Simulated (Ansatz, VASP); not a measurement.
**PdPtSe2: VASP beside Ansatz**

```
CELL_PARAMETERS angstrom
3.71366 0.00000 0.00000
0.00000 3.72542 0.00000
0.00000 0.00000 6.50497
ATOMIC_POSITIONS crystal
Pd 0.50000 0.00000 0.00000
Pt 0.00000 0.50000 0.50000
Se 0.00000 0.00000 0.25272
Se 0.00000 0.00000 0.74728
```

Alike in both runs: task relaxation of cell and atoms; functional PBE; k mesh 10 × 10 × 6; occupations gaussian, width 0.1 eV; no spin polarisation.

|  | VASP | Ansatz |
| --- | --- | --- |
| version | VASP 6.6.1 | Ansatz 0.2.0 |
| potentials or method | VASP PAW PBE potentials, release 64 (Pd, Pt, Se), cutoff 600 eV | scalar-relativistic, plane waves, PAW |
| valence electrons in the cell | 32 | 68 |

|  | VASP | Ansatz | Ansatz less VASP |
| --- | --- | --- | --- |
| gap on the k mesh at the Fermi level, each at its own relaxed structure (eV) | none | none | - |
| relaxed volume (Å³/atom) | 22.40 | 22.40 | -0.003 |
| relaxed cell length with the largest relative difference (Å) | 6.475 | 6.474 | -0.0015 |

A gap of «none» marks a metal or a gap that the smearing closes. VASP's potentials hold 32 valence electrons a cell and Ansatz's 68, so a difference there can come from the potentials and not from the codes.

Spin-orbit coupling is off throughout.
